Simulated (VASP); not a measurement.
# WSe in VASP: a series of runs

The runs below take WSe through single point, relaxation of the atoms, with PBEsol.

All numbers are computed with VASP 6.6.1; they aren't measurements. Logs are shortened: lines on timing, memory, paths and dates and some standing lists are left out, and cuts for length are marked.

## (1) The cell of the first run

The cell holds a slab with vacuum, 4 atoms: a = 3.270 Å, b = 3.270 Å, c = 31.661 Å, α = 90.00°, β = 90.00°, γ = 120.00°.

## (2) Single point, PBEsol

File INCAR:

```
  ALGO = Normal
  DIPOL = 0.5 0.5 0.500
  EDIFF = 1E-7
  ENCUT = 520
  GGA = PS
  IDIPOL = 3
  ISIF = 2
  ISMEAR = 0
  LASPH = True
  LCHARG = False
  LDIPOL = True
  LREAL = False
  LWAVE = False
  NBANDS = 28
  NELM = 60
  PREC = Accurate
  SIGMA = 0.05
```

File KPOINTS:

```
k-points
0
Gamma
  9 9 1
```

File POSCAR:

```
WSe
1.0
    3.2702526784      0.0000000000      0.0000000000
   -1.6351263392      2.8321218963      0.0000000000
    0.0000000000      0.0000000000     31.6612169706
W Se
2 2
Direct
    0.0000000000      0.0000000000      0.2368828718
    0.0000000000      0.0000000000      0.7631171282
    0.3333333333      0.6666666667      0.2897164081
    0.3333333333      0.6666666667      0.7102835919
```

Potentials or basis: VASP PAW PBE potentials, release 64 (W_sv, Se).

Run with:

```console
cat potpaw_PBE.64/W_sv/POTCAR potpaw_PBE.64/Se/POTCAR > POTCAR
mpirun -np 1 vasp_std > vasp.out
```

OUTCAR:

```text
EDIFF = 1E-7
   ENCUT = 520
   GGA = PS
   ISIF = 2
   ISMEAR = 0
   LASPH = True
   LREAL = False
   NELM = 60
   PREC = Accurate

 ion  position               nearest neighbor table
   1  0.000  0.000  0.237-   3 2.52   3 2.52   3 2.52
   2  0.000  0.000  0.763-   4 2.52   4 2.52   4 2.52
   3  0.333  0.667  0.290-   1 2.52   1 2.52   1 2.52
   4  0.333  0.667  0.710-   2 2.52   2 2.52   2 2.52

  LATTYP: Found a hexagonal cell.
 ALAT       =     3.2702526784
 C/A-ratio  =     9.6815812367

  Lattice vectors:

 A1 = (   3.2702526784,   0.0000000000,   0.0000000000)
 A2 = (  -1.6351263392,   2.8321218963,   0.0000000000)
 A3 = (   0.0000000000,   0.0000000000,  31.6612169706)

Analysis of symmetry for initial positions (statically):
=====================================================================
 Subroutine PRICEL returns:
 Original cell was already a primitive cell.

 Routine SETGRP: Setting up the symmetry group for a
 hexagonal supercell.

 Subroutine GETGRP returns: Found 12 space group operations
 (whereof 12 operations were pure point group operations)
 out of a pool of 24 trial point group operations.

The static configuration has the point symmetry D_3h.

Analysis of symmetry for dynamics (positions and initial velocities):
=====================================================================
 Subroutine PRICEL returns:
 Original cell was already a primitive cell.

 Routine SETGRP: Setting up the symmetry group for a
 hexagonal supercell.

 Subroutine GETGRP returns: Found 12 space group operations
 (whereof 12 operations were pure point group operations)
 out of a pool of 24 trial point group operations.

The dynamic configuration has the point symmetry D_3h.

 Subroutine INISYM returns: Found 12 space group operations
 (whereof 12 operations are pure point group operations),
 and found     1 'primitive' translations

----------------------------------------------------------------------------------------

                                     Primitive cell

  volume of cell :     293.2384

  direct lattice vectors                    reciprocal lattice vectors
     3.270252678  0.000000000  0.000000000     0.305786769  0.176546073  0.000000000
    -1.635126339  2.832121896  0.000000000     0.000000000  0.353092147  0.000000000
     0.000000000  0.000000000 31.661216971     0.000000000  0.000000000  0.031584383

  length of vectors
     3.270252678  3.270252678 31.661216971     0.353092147  0.353092147  0.031584383

  position of ions in fractional coordinates (direct lattice)
     0.000000000  0.000000000  0.236882872
     0.000000000  0.000000000  0.763117128
     0.333333333  0.666666667  0.289716408
     0.333333333  0.666666667  0.710283592

  ion indices of the primitive-cell ions
   primitive index   ion index
                 1           1
                 2           2
                 3           3
                 4           4

----------------------------------------------------------------------------------------

 KPOINTS: k-points

Automatic generation of k-mesh.
 Grid dimensions read from file:
 generate k-points for:    9    9    1

 Generating k-lattice:

  Cartesian coordinates                     Fractional coordinates (reciprocal lattice)
     0.033976308  0.019616230  0.000000000     0.111111111  0.000000000  0.000000000
     0.000000000  0.039232461  0.000000000     0.000000000  0.111111111  0.000000000
     0.000000000  0.000000000  0.031584383     0.000000000  0.000000000  1.000000000

  Length of vectors
     0.039232461  0.039232461  0.031584383

  Shift w.r.t. Gamma in fractional coordinates (k-lattice)
     0.000000000  0.000000000  0.000000000

 Subroutine IBZKPT returns following result:
 ===========================================

 Found     12 irreducible k-points:

 Following reciprocal coordinates:
            Coordinates               Weight
  0.000000  0.000000  0.000000      1.000000
  0.111111  0.000000  0.000000      6.000000
  0.222222  0.000000  0.000000      6.000000
  0.333333  0.000000  0.000000      6.000000
  0.444444  0.000000  0.000000      6.000000
  0.111111  0.111111  0.000000      6.000000
  0.222222  0.111111  0.000000     12.000000
  0.333333  0.111111  0.000000     12.000000
  0.444444  0.111111  0.000000      6.000000
  0.222222  0.222222  0.000000      6.000000
  0.333333  0.222222  0.000000     12.000000
  0.333333  0.333333  0.000000      2.000000
   k-points           NKPTS =     12   k-points in BZ     NKDIM =     12   number of bands    NBANDS=     28
   number of dos      NEDOS =    301   number of ions     NIONS =      4
   total plane-waves  NPLWV = 138240
   dimension x,y,z NGX =    24 NGY =   24 NGZ =  240
   dimension x,y,z NGXF=    48 NGYF=   48 NGZF=  480
   ions per type =               2   2
   NGX,Y,Z   is equivalent  to a cutoff of  12.20, 12.20, 12.60 a.u.
   NGXF,Y,Z  is equivalent  to a cutoff of  24.40, 24.40, 25.20 a.u.
 SYSTEM =  unknown system
   PREC   = accura    normal or accurate (medium, high low for compatibility)
   ISTART =      0    job   : 0-new  1-cont  2-samecut
   ICHARG =      2    charge: 1-file 2-atom 10-const
   ISPIN  =      1    spin polarized calculation?
   LNONCOLLINEAR =      F non collinear calculations
   LSORBIT =      F    spin-orbit coupling
   LASPH  =      T    aspherical Exc in radial PAW
   ENCUT  =  520.0 eV  38.22 Ry    6.18 a.u.   6.08  6.08 58.87*2*pi/ulx,y,z
   NELM   =     60;   NELMIN=  2; NELMDL= -5     # of ELM steps
   EDIFF  = 0.1E-06   stopping-criterion for ELM
   LREAL  =      F    real-space projection
   EDIFFG = 0.1E-05   stopping-criterion for IOM
   NSW    =      0    number of steps for IOM
   IBRION =     -1    ionic relax: 0-MD 1-quasi-New 2-CG
   NFREE  =      0    steps in history (QN), initial steepest desc. (CG)
   ISIF   =      2    stress and relaxation
   ISYM   =      2    0-nonsym 1-usesym 2-fastsym
   POTIM  = 0.5000    time-step for ionic-motion
   TEBEG  =    0.0;   TEEND  =   0.0 temperature during run
   PSTRESS=    0.0 pullay stress
   NELECT =      40.0000    total number of electrons
   NUPDOWN=      -1.0000    fix difference up-down
   EMIN   =  10.00;   EMAX   =-10.00  energy-range for DOS
   EFERMI =   0.00;   METHOD = LEGACY
   ISMEAR =     0;   SIGMA  =   0.05  broadening in eV -4-tet -1-fermi 0-gaus
   EFERMI_NEDOS =   21; number of points for ismear=-14 and -15
   IALGO  =     38    algorithm
   IMIX   =      4    mixing-type and parameters
     AMIX     =   0.40;   BMIX     =  1.00
     AMIX_MAG =   1.60;   BMIX_MAG =  1.00
  volume/ion in A,a.u.               =      73.31       494.72
  Fermi-wavevector in a.u.,A,eV,Ry     =   0.842729  1.592527  9.662748  0.710192
  Thomas-Fermi vector in A             =   1.957482
   LORBIT       =      0    0 simple, 1 ext, 2 COOP (PROOUT), +10 PAW based schemes
   GGA     = PS    functional components
   LHFCALC =     F    Hartree Fock is set to
   AEXX    =    0.0000 exact exchange contribution
   IVDW    =     0    specifies the selected vdW correction
   LEPSILON=     F    determine dielectric tensor
   LRPA    =     F    only Hartree local field effects (RPA)
 non-spin polarized calculation
 Gauss-broadening in eV      SIGMA  =   0.05
  energy-cutoff  :      520.00
  volume of cell :      293.24
 maximum number of plane-waves:      7968
   NGX = 13   NGY = 13   NGZ =117

 dipolmoment           0.000000      0.000000      0.000000 electrons x Angstroem

 number of electron      40.0000001 magnetization

 dipolmoment           0.000000      0.000000     -0.000000 electrons x Angstroem

 Free energy of the ion-electron system (eV)
  ---------------------------------------------------
  ext. energy  EPLUGINS =         0.00000000
  ---------------------------------------------------
  free energy    TOTEN  =       -31.60804414 eV

  energy without entropy =      -31.60804393  energy(sigma->0) =      -31.60804403

 E-fermi :  -1.5342     XC(G=0):  -4.0564

 val. band max:       -1.6969586196   @ k =   0.4444   0.0000   0.0000
 cond. band min:      -1.3715858249   @ k =   0.1111   0.1111   0.0000
 fundamental gap:      0.3253727946
 Fermi energy:        -1.5341784062

 k-point     1 :       0.0000    0.0000    0.0000
  band No.  band energies     occupation
      1     -75.8588      2.00000
      2     -75.8588      2.00000
      3     -40.1179      2.00000
      4     -40.1179      2.00000
      5     -39.8367      2.00000
      6     -39.8367      2.00000
[... 20 lines left out ...]
     27       1.6147      0.00000
     28       1.6147      0.00000

 k-point     2 :       0.1111    0.0000    0.0000
  band No.  band energies     occupation
      1     -75.8576      2.00000
      2     -75.8576      2.00000
      3     -40.1138      2.00000
      4     -40.1138      2.00000
      5     -39.8628      2.00000
      6     -39.8628      2.00000
[... 20 lines left out ...]
     27       1.7003      0.00000
     28       1.7003      0.00000

 k-point     3 :       0.2222    0.0000    0.0000
  band No.  band energies     occupation
      1     -75.8545      2.00000
      2     -75.8545      2.00000
      3     -40.1033      2.00000
      4     -40.1033      2.00000
      5     -39.9285      2.00000
      6     -39.9285      2.00000
[... 20 lines left out ...]
     27       1.7888      0.00000
     28       1.7888      0.00000

 k-point     4 :       0.3333    0.0000    0.0000
  band No.  band energies     occupation
      1     -75.8510      2.00000
      2     -75.8510      2.00000
      3     -40.0914      2.00000
      4     -40.0914      2.00000
      5     -40.0023      2.00000
      6     -40.0023      2.00000
[... 206 lines left out ...]
     27       2.8274      0.00000
     28       2.8278      0.00000

 k-point    11 :       0.3333    0.2222    0.0000
  band No.  band energies     occupation
      1     -75.8477      2.00000
      2     -75.8477      2.00000
      3     -40.0795      2.00000
      4     -40.0795      2.00000
      5     -40.0240      2.00000
      6     -40.0240      2.00000
[... 20 lines left out ...]
     27       2.7981      0.00000
     28       2.7981      0.00000

 k-point    12 :       0.3333    0.3333    0.0000
  band No.  band energies     occupation
      1     -75.8471      2.00000
      2     -75.8471      2.00000
      3     -40.0772      2.00000
      4     -40.0772      2.00000
      5     -39.9978      2.00000
      6     -39.9978      2.00000
[... 20 lines left out ...]
     27       2.5047      0.00000
     28       2.5047      0.00000

------------------------ aborting loop because EDIFF is reached ----------------------------------------

 vacuum level on the upper side and lower side of the slab       (xc-potential included)        -0.104        -0.104

  FORCE on cell =-STRESS in cart. coord.  units (eV):
  Direction    XX          YY          ZZ          XY          YZ          ZX
  --------------------------------------------------------------------------------------
  -------------------------------------------------------------------------------------
  Total      -11.9574039    -11.9574039     -2.3117794      0.0000000      0.0000000      0.0000000
  in kB      -65.3321014    -65.3321014    -12.6309528      0.0000000      0.0000000      0.0000000
  external PRESSURE =     -47.7650519 kB  Pullay stress =       0.0000000 kB

 VOLUME and BASIS-vectors are now :
 -----------------------------------------------------------------------------
  energy-cutoff  :      520.00
  volume of cell :      293.24
      direct lattice vectors                 reciprocal lattice vectors
     3.270252678  0.000000000  0.000000000     0.305786769  0.176546073  0.000000000
    -1.635126339  2.832121896  0.000000000     0.000000000  0.353092147  0.000000000
     0.000000000  0.000000000 31.661216971     0.000000000  0.000000000  0.031584383

 POSITION                                       TOTAL-FORCE (eV/Angst)
 -----------------------------------------------------------------------------------
      0.00000      0.00000      7.50000         0.000000     -0.000000      0.684003
      0.00000      0.00000     24.16122         0.000000     -0.000000     -0.684003
     -0.00000      1.88808      9.17277         0.000000     -0.000000     -0.684312
     -0.00000      1.88808     22.48844        -0.000000      0.000000      0.684312
 -----------------------------------------------------------------------------------
    total drift:                                0.000000     -0.000000     -0.000000

  FREE ENERGIE OF THE ION-ELECTRON SYSTEM (eV)
  ---------------------------------------------------
  free  energy   TOTEN  =       -31.6080441415 eV

  energy  without entropy=      -31.6080439275  energy(sigma->0) =      -31.60804403

 vacuum level on the upper side and lower side of the slab         3.072         3.072
```

It took 3.6 min on 1 thread of AMD EPYC 7R13, shared host; peak memory 0.36 GiB.

What came out:

| Property | Result |
| --- | --- |
| Free energy | -31.6080 eV |
| Largest force | 0.684 eV/Å |
| Band gap on the k mesh | 0.33 eV (least direct gap 0.80 eV) |

Forces on the atoms (eV/Å):
```
W    0.000  0.000  0.684
W    0.000  0.000 -0.684
Se   0.000  0.000 -0.684
Se   0.000  0.000  0.684
```

Caveat: the PAW data sets were made with another functional, which shifts forces and pressure a little; spin-orbit coupling is left out, which moves the levels of the heavy elements.

## (3) Single point, PBEsol

File INCAR:

```
PREC = Accurate
ENCUT = 520
EDIFF = 1E-7
ISMEAR = 0
SIGMA = 0.05
LREAL = False
LASPH = True
NELM = 100
ALGO = Normal
ISIF = 2
LWAVE = False
LCHARG = True
LDIPOL = True
IDIPOL = 3
DIPOL = 0.5 0.5 0.500
GGA = PS
LELF = True
LVHAR = True
LVACPOTAV = True
NBANDS = 28
```

File KPOINTS:

```
Automatic mesh
0
Gamma
  9 9 1
```

File POSCAR:

```
WSe
1.0
    3.2702526784      0.0000000000      0.0000000000
   -1.6351263392      2.8321218963      0.0000000000
    0.0000000000      0.0000000000     31.6612169706
W Se
2 2
Direct
    0.0000000000      0.0000000000      0.2375528129
    0.0000000000      0.0000000000      0.7624471856
    0.3333333333      0.6666666667      0.2889944267
    0.3333333333      0.6666666667      0.7110055748
```

Potentials or basis: VASP PAW PBE potentials, release 64 (W_sv, Se).

Run with:

```console
cat potpaw_PBE.64/W_sv/POTCAR potpaw_PBE.64/Se/POTCAR > POTCAR
mpirun -np 1 vasp_std > vasp.out
```

Run time: 4.2 min. Hardware: 1 thread of AMD EPYC 7R13, shared host; peak memory 0.37 GiB.

The run converged. Its results:

| Property | Result |
| --- | --- |
| Free energy | -31.6365 eV |
| Largest force | 0.050 eV/Å |
| Band gap on the k mesh | 0.34 eV (least direct gap 0.79 eV) |

Forces in eV/Å, atoms in the order of the input:
```
W    0.000  0.000 -0.050
W    0.000  0.000  0.050
Se   0.000  0.000  0.050
Se   0.000  0.000 -0.050
```

Levels at points of the mesh, in eV from the valence-band top:
| k point | band 16 | band 17 | band 18 | band 19 | band 20 | band 21 | band 22 | band 23 | band 24 | band 25 |
| --- | --- | --- | --- | --- | --- | --- | --- | --- | --- | --- |
| (0.00, 0.00, 0.00) | -1.95 | -0.50 | -0.50 | -0.43 | -0.43 | 0.52 | 0.52 | 0.52 | 0.52 | 3.48 |

Caveat: the PAW data sets were made with another functional, which shifts forces and pressure a little; spin-orbit coupling is left out, which moves the levels of the heavy elements.

## (4) Relaxation of the atoms, PBEsol

File INCAR:

```
ALGO = Normal
DIPOL = 0.5 0.5 0.500
EDIFF = 1E-6
EDIFFG = -0.02
ENCUT = 520
GGA = PS
IBRION = 2
IDIPOL = 3
ISIF = 2
ISMEAR = 0
LASPH = True
LCHARG = False
LDIPOL = True
LREAL = False
LWAVE = False
NELM = 60
NSW = 80
PREC = Accurate
SIGMA = 0.05
```

File KPOINTS:

```
k-points
0
Gamma
  9 9 1
```

File POSCAR:

```
WSe
1.0
    3.2702526784      0.0000000000      0.0000000000
   -1.6351263392      2.8321218963      0.0000000000
    0.0000000000      0.0000000000     31.6612169706
W Se
2 2
Direct
    0.0000000000      0.0000000000      0.2368828718
    0.0000000000      0.0000000000      0.7631171282
    0.3333333333      0.6666666667      0.2897164081
    0.3333333333      0.6666666667      0.7102835919
```

Run with:

```console
cat potpaw_PBE.64/W_sv/POTCAR potpaw_PBE.64/Se/POTCAR > POTCAR
mpirun -np 1 vasp_std > vasp.out
```

Run time: 3.1 min. Hardware: 1 thread of Intel Xeon Platinum 8259CL at 2.50GHz (Skylake/Cascade Lake), shared host; peak memory 0.42 GiB.

The run converged. Its results:

```yaml
Free_energy: -31.6367 eV
Energy_gained_by_relaxing: 7.2 meV/atom
Ionic_steps: 3
Band_gap_on_the_k_mesh: 0.34 eV (least direct gap 0.80 eV)
```

The path:
```
step  energy change (eV)  largest force (eV/Å)  pressure (GPa)
   1              0.0000                0.6843           -4.78
   2             -0.0178                0.4426           -3.54
   3             -0.0286                0.0010           -4.03
```

Final structure:
```
W Se
1.0
     3.27025    0.00000    0.00000
    -1.63513    2.83212    0.00000
     0.00000    0.00000   31.66122
W Se
2 2
Direct
  0.00000 0.00000 0.23753
  0.00000 0.00000 0.76247
  0.33333 0.66667 0.28907
  0.33333 0.66667 0.71093
```

Levels at points of the mesh, in eV from the valence-band top:
```csv
k point,band 16,band 17,band 18,band 19,band 20,band 21,band 22,band 23,band 24
"(0.00, 0.00, 0.00)",-1.94,-0.51,-0.51,-0.43,-0.43,0.52,0.52,0.52,0.52
```

Caveat: the PAW data sets were made with another functional, which shifts forces and pressure a little; spin-orbit coupling is left out, which moves the levels of the heavy elements.

## (5) Overview

| task | cell | gap on the mesh (eV) | largest force (eV/Å) |
| --- | --- | --- | --- |
| single point | as given, atomic positions A | 0.33 | 0.68 |
| single point | as given, atomic positions B | 0.34 | 0.05 |
| relaxation of the atoms | atoms relaxed, atomic positions A | 0.34 | - |

Alike in all rows: level PBEsol; potentials or basis VASP PAW PBE potentials, release 64 (W_sv, Se); no spin polarisation; k mesh 9 × 9 × 1; cutoff (eV) 520; smearing gaussian 0.05 eV.

Caveats: the PAW data sets were made with another functional, which shifts forces and pressure a little; spin-orbit coupling is left out, which moves the levels of the heavy elements.

Total energies depend on the potentials used, so only differences within one code and one set of settings carry meaning.
